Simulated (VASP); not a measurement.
# CdSe (I-4m2) in VASP: notebook

CdSe is run at these levels: PBE; tasks: single point.

Program: VASP 6.6.1. These are calculated values, not measurements. Logs are shortened: lines on timing, memory, paths and dates and some standing lists are left out, and cuts for length are marked.

## Step 1: The cell of the first run

Symmetry: I-4m2, No. 119, tetragonal system. The conventional cell has a = 4.165 Å, b = 4.165 Å, c = 6.473 Å, α = 90.00°, β = 90.00°, γ = 90.00°. Within 3.5 Å of Cd (site symmetry -4m2) lie 4 Se at 2.64 Å. Within 3.5 Å of Se (site symmetry -4m2) lie 4 Cd at 2.64 Å.

## Step 2: Single point, PBE (epitaxial xy strain -4.0%)

Contents of INCAR:

```
SYSTEM = CdSe
PREC = Accurate
ENCUT = 520
EDIFF = 1E-6
ISMEAR = -1
SIGMA = 0.02
LREAL = .FALSE.
LASPH = .TRUE.
NELM = 60
ALGO = Normal
ISIF = 2
LWAVE = .FALSE.
LCHARG = .FALSE.
GGA = PE
NBANDS = 16
```

Contents of KPOINTS:

```
Automatic mesh
0
G
  8 8 8
  0 0 0
```

Contents of POSCAR:

```
CdSe
1.0
    0.0000000000      2.9450697268      3.2364023001
    2.9450697268      0.0000000000      3.2364023001
    2.9450697268      2.9450697268      0.0000000000
Cd Se
1 1
Direct
    0.0000000000      0.0000000000      0.0000000000
    0.2500000000      0.2500000000      0.2500000000
```

Potentials or basis: VASP PAW PBE potentials, release 64 (Cd, Se).

Command:

```sh
$ cat potpaw_PBE.64/Cd/POTCAR potpaw_PBE.64/Se/POTCAR > POTCAR
$ mpirun -np 1 vasp_std > vasp.out
```

OUTCAR:

```text
SYSTEM = CdSe
   PREC = Accurate
   ENCUT = 520
   EDIFF = 1E-6
   ISMEAR = -1
   LREAL = .FALSE.
   LASPH = .TRUE.
   NELM = 60
   ISIF = 2
   GGA = PE

 ion  position               nearest neighbor table
   1  0.000  0.000  0.000-   2 2.64   2 2.64   2 2.64   2 2.64
   2  0.250  0.250  0.250-   1 2.64   1 2.64   1 2.64   1 2.64

  LATTYP: Found a body centered tetragonal cell.
 ALAT       =     4.1649575498
 C/A-ratio  =     1.5541105816

  Lattice vectors:

 A1 = (  -2.9450697268,   0.0000000000,   3.2364023001)
 A2 = (   2.9450697268,   0.0000000000,   3.2364023001)
 A3 = (   0.0000000000,   2.9450697268,  -3.2364023001)

Analysis of symmetry for initial positions (statically):
=====================================================================
 Subroutine PRICEL returns:
 Original cell was already a primitive cell.

 Routine SETGRP: Setting up the symmetry group for a
 body centered tetragonal supercell.

 Subroutine GETGRP returns: Found  8 space group operations
 (whereof  8 operations were pure point group operations)
 out of a pool of 16 trial point group operations.

The static configuration has the point symmetry D_2d.

Analysis of symmetry for dynamics (positions and initial velocities):
=====================================================================
 Subroutine PRICEL returns:
 Original cell was already a primitive cell.

 Routine SETGRP: Setting up the symmetry group for a
 body centered tetragonal supercell.

 Subroutine GETGRP returns: Found  8 space group operations
 (whereof  8 operations were pure point group operations)
 out of a pool of 16 trial point group operations.

The dynamic configuration has the point symmetry D_2d.

 Subroutine INISYM returns: Found  8 space group operations
 (whereof  8 operations are pure point group operations),
 and found     1 'primitive' translations

----------------------------------------------------------------------------------------

                                     Primitive cell

  volume of cell :      56.1415

  direct lattice vectors                    reciprocal lattice vectors
     0.000000000  2.945069727  3.236402300    -0.169775267  0.169775267  0.154492536
     2.945069727  0.000000000  3.236402300     0.169775267 -0.169775267  0.154492536
     2.945069727  2.945069727  0.000000000     0.169775267  0.169775267 -0.154492536
[... 76 lines left out ...]
   ISTART =      0    job   : 0-new  1-cont  2-samecut
   ICHARG =      2    charge: 1-file 2-atom 10-const
   ISPIN  =      1    spin polarized calculation?
   LNONCOLLINEAR =      F non collinear calculations
   LSORBIT =      F    spin-orbit coupling
   LASPH  =      T    aspherical Exc in radial PAW
   ENCUT  =  520.0 eV  38.22 Ry    6.18 a.u.   8.14  8.14  7.74*2*pi/ulx,y,z
   NELM   =     60;   NELMIN=  2; NELMDL= -5     # of ELM steps
   EDIFF  = 0.1E-05   stopping-criterion for ELM
   LREAL  =      F    real-space projection
   EDIFFG = 0.1E-04   stopping-criterion for IOM
   NSW    =      0    number of steps for IOM
   IBRION =     -1    ionic relax: 0-MD 1-quasi-New 2-CG
   NFREE  =      0    steps in history (QN), initial steepest desc. (CG)
   ISIF   =      2    stress and relaxation
   ISYM   =      2    0-nonsym 1-usesym 2-fastsym
   POTIM  = 0.5000    time-step for ionic-motion
   TEBEG  =    0.0;   TEEND  =   0.0 temperature during run
   PSTRESS=    0.0 pullay stress
   NELECT =      18.0000    total number of electrons
   NUPDOWN=      -1.0000    fix difference up-down
   EMIN   =  10.00;   EMAX   =-10.00  energy-range for DOS
   EFERMI =   0.00;   METHOD = LEGACY
   ISMEAR =    -1;   SIGMA  =   0.02  broadening in eV -4-tet -1-fermi 0-gaus
   EFERMI_NEDOS =   21; number of points for ismear=-14 and -15
   IALGO  =     38    algorithm
   IMIX   =      4    mixing-type and parameters
     AMIX     =   0.40;   BMIX     =  1.00
     AMIX_MAG =   1.60;   BMIX_MAG =  1.00
  volume/ion in A,a.u.               =      28.07       189.43
  Fermi-wavevector in a.u.,A,eV,Ry     =   1.120481  2.117402 17.081807  1.255477
  Thomas-Fermi vector in A             =   2.257128
   LORBIT       =      0    0 simple, 1 ext, 2 COOP (PROOUT), +10 PAW based schemes
   GGA     = PE    functional components
   LHFCALC =     F    Hartree Fock is set to
   AEXX    =    0.0000 exact exchange contribution
   IVDW    =     0    specifies the selected vdW correction
   LEPSILON=     F    determine dielectric tensor
   LRPA    =     F    only Hartree local field effects (RPA)
 non-spin polarized calculation
  energy-cutoff  :      520.00
  volume of cell :       56.14
 maximum number of plane-waves:      1523
 NGX is ok and might be reduce to    36
   NGX = 17   NGY = 17   NGZ = 15

 number of electron      17.9999999 magnetization

 Free energy of the ion-electron system (eV)
  ---------------------------------------------------
  ext. energy  EPLUGINS =         0.00000000
  ---------------------------------------------------
  free energy    TOTEN  =        -5.44678373 eV

  energy without entropy =       -5.44678371  energy(sigma->0) =       -5.44678372

 E-fermi :   1.3046     XC(G=0):  -8.9040

 val. band max:        1.0610433288   @ k =   0.0000   0.0000   0.0000
 cond. band min:       1.5338188957   @ k =   0.0000   0.0000   0.0000
 fundamental gap:      0.4727755669
 Fermi energy:         1.3045681118

 k-point     1 :       0.0000    0.0000    0.0000
  band No.  band energies     occupation
      1     -11.6326      2.00000
      2      -7.0115      2.00000
      3      -6.9627      2.00000
      4      -6.9627      2.00000
      5      -6.6240      2.00000
      6      -6.6010      2.00000
[... 433 lines left out ...]
      3      -6.8625      2.00000
      4      -6.6802      2.00000
      5      -6.5964      2.00000
      6      -6.4982      2.00000
[... 8 lines left out ...]
     15      11.9349      0.00000
     16      12.8247      0.00000

 [... further k-points ...]
[... 5 lines left out ...]
  --------------------------------------------------------------------------------------
  -------------------------------------------------------------------------------------
  Total        1.2739058      1.2739058      0.6668416      0.0000000      0.0000000      0.0000000
  in kB       36.3550066     36.3550066     19.0304741      0.0000000      0.0000000      0.0000000
  external PRESSURE =      30.5801624 kB  Pullay stress =       0.0000000 kB

 VOLUME and BASIS-vectors are now :
 -----------------------------------------------------------------------------
  energy-cutoff  :      520.00
  volume of cell :       56.14
      direct lattice vectors                 reciprocal lattice vectors
     0.000000000  2.945069727  3.236402300    -0.169775267  0.169775267  0.154492536
     2.945069727  0.000000000  3.236402300     0.169775267 -0.169775267  0.154492536
     2.945069727  2.945069727  0.000000000     0.169775267  0.169775267 -0.154492536

 POSITION                                       TOTAL-FORCE (eV/Angst)
 -----------------------------------------------------------------------------------
      0.00000      0.00000      0.00000        -0.000000      0.000000      0.000000
      1.47253      1.47253      1.61820         0.000000     -0.000000     -0.000000
 -----------------------------------------------------------------------------------
    total drift:                               -0.000002     -0.000002      0.000001

  FREE ENERGIE OF THE ION-ELECTRON SYSTEM (eV)
  ---------------------------------------------------
  free  energy   TOTEN  =        -5.4467837306 eV

  energy  without entropy=       -5.4467837094  energy(sigma->0) =       -5.44678372
```

OSZICAR:

```text
N       E                     dE             d eps       ncg     rms          rms(c)
DAV:   1     0.107353912536E+03    0.10735E+03   -0.87873E+03  1912   0.101E+03
DAV:   2    -0.184491814424E+01   -0.10920E+03   -0.10389E+03  2272   0.248E+02
DAV:   3    -0.581192387348E+01   -0.39670E+01   -0.39607E+01  2296   0.493E+01
DAV:   4    -0.582828802733E+01   -0.16364E-01   -0.16364E-01  2384   0.316E+00
DAV:   5    -0.582839235390E+01   -0.10433E-03   -0.10433E-03  2360   0.219E-01    0.620E+00
DAV:   6    -0.546838787090E+01    0.36000E+00   -0.54204E-01  2688   0.887E+00    0.490E+00
DAV:   7    -0.544568990465E+01    0.22698E-01   -0.14868E-01  2272   0.256E+00    0.211E+00
DAV:   8    -0.544652111283E+01   -0.83121E-03   -0.14114E-02  2160   0.144E+00    0.255E-01
DAV:   9    -0.544667444574E+01   -0.15333E-03   -0.14709E-03  2376   0.500E-01    0.467E-02
DAV:  10    -0.544673868974E+01   -0.64244E-04   -0.16426E-04  2376   0.160E-01    0.430E-02
DAV:  11    -0.544678394860E+01   -0.45259E-04   -0.75881E-05  2336   0.563E-02    0.158E-02
DAV:  12    -0.544678373063E+01    0.21797E-06   -0.24932E-06  2024   0.200E-02
   1 F= -.54467837E+01 E0= -.54467837E+01  d E =-.211885E-07
```

stdout:

```text
POSCAR found type information on POSCAR CdSe
 POSCAR found :  2 types and       2 ions
 scaLAPACK will be used
 LDA part: xc-table for (Slater+PW92), standard interpolation
 POSCAR, INCAR and KPOINTS ok, starting setup
 FFT: planning ... GRIDC
 FFT: planning ... GRID_SOFT
 FFT: planning ... GRID
 WAVECAR not read
 entering main loop
```

It took 69 s on 1 thread of AMD EPYC 7R43 (Zen 3), shared host; peak memory 0.19 GiB.

Results:

```yaml
Free_energy: -5.4468 eV
Pressure: 3.1 GPa
Band_gap_on_the_k_mesh: 0.47 eV, direct
```

Caveat: the cell differs from its parent crystal (epitaxial xy strain -4.0%).

## Step 3: Single point, PBE (epitaxial xy strain -3.0%)

Contents of INCAR:

```
PREC = Accurate
ENCUT = 520
EDIFF = 1E-6
ISMEAR = -1
SIGMA = 0.02
LREAL = F
LASPH = T
NELM = 80
ALGO = Normal
ISIF = 2
LWAVE = F
LCHARG = F
GGA = PE
NBANDS = 16
```

Contents of KPOINTS:

```
Automatic mesh
0
Gamma
  8 8 8
```

Contents of POSCAR:

```
CdSe
1.0
    0.0000000000      2.9757475364      3.1937139091
    2.9757475364      0.0000000000      3.1937139091
    2.9757475364      2.9757475364      0.0000000000
Cd Se
1 1
Direct
    0.0000000000      0.0000000000      0.0000000000
    0.2500000000      0.2500000000      0.2500000000
```

Potentials or basis: VASP PAW PBE potentials, release 64 (Cd, Se).

Command:

```sh
$ cat potpaw_PBE.64/Cd/POTCAR potpaw_PBE.64/Se/POTCAR > POTCAR
$ mpirun -np 1 vasp_std > vasp.out
```

Wall time 50 s (1 thread of AMD EPYC 7R43 (Zen 3), shared host); peak memory 0.18 GiB.

It converged, with:

* Free energy: -5.4626 eV
* Pressure: 2.7 GPa
* Band gap on the k mesh: 0.50 eV, direct

Stress tensor (GPa, compression positive):
```
3.14 0.00 0.00
0.00 3.14 0.00
0.00 0.00 1.89
```

Levels at points of the mesh, in eV from the valence-band top:
| k point | band 7 | band 8 | band 9 | band 10 | band 11 | band 12 |
| --- | --- | --- | --- | --- | --- | --- |
| (0.00, 0.00, 0.00) | -0.25 | 0.00 | 0.00 | 0.50 | 5.88 | 5.88 |
| (0.50, 0.00, 0.00) | -4.42 | -0.98 | -0.65 | 2.27 | 6.18 | 6.63 |
| (0.50, 0.50, 0.00) | -4.38 | -1.70 | -1.70 | 3.24 | 4.06 | 8.58 |
| (0.50, 0.00, 0.50) | -3.99 | -2.05 | -1.94 | 3.00 | 3.49 | 9.19 |

Caveat: the cell differs from its parent crystal (epitaxial xy strain -3.0%).
